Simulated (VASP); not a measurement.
Input of a VASP 6.6.1 run:

File INCAR:

```
SYSTEM = Cs
PREC = Accurate
ENCUT = 520
EDIFF = 1E-7
ISMEAR = -1
SIGMA = 0.03
LREAL = .FALSE.
LASPH = .TRUE.
NELM = 60
ALGO = Normal
ISIF = 2
LWAVE = .FALSE.
LCHARG = .FALSE.
NBANDS = 16
```

The input KPOINTS:

```
Automatic mesh
0
G
  9 9 9
  0 0 0
```

Contents of POSCAR:

```
Cs
1.0
   -2.5367058781      2.5367058781      9.5316617119
    2.5367058781     -2.5367058781      9.5316617119
    2.5367058781      2.5367058781     -9.5316617119
Cs
2
Direct
    0.2500000000      0.7500000000      0.5000000000
    0.5000000000      0.5000000000      0.0000000000
```

Potentials or basis: VASP PAW LDA potentials, release 64 (Cs_sv).

Command:

```bash
$ cat potpaw_LDA.64/Cs_sv/POTCAR > POTCAR
$ mpirun -np 1 vasp_std > vasp.out
```

Question: What does it give for the pressure?

Answer: -0.3 GPa.

Question: Estimate the band gap on the k mesh.

Answer: Zero (bands 9 and 10 overlap by 1.55 eV).

Stress tensor (GPa, compression positive):
```
-0.26  0.00  0.00
 0.00 -0.26  0.00
 0.00  0.00 -0.39
```

Caveat: spin-orbit coupling is left out, which moves the levels of the heavy elements.
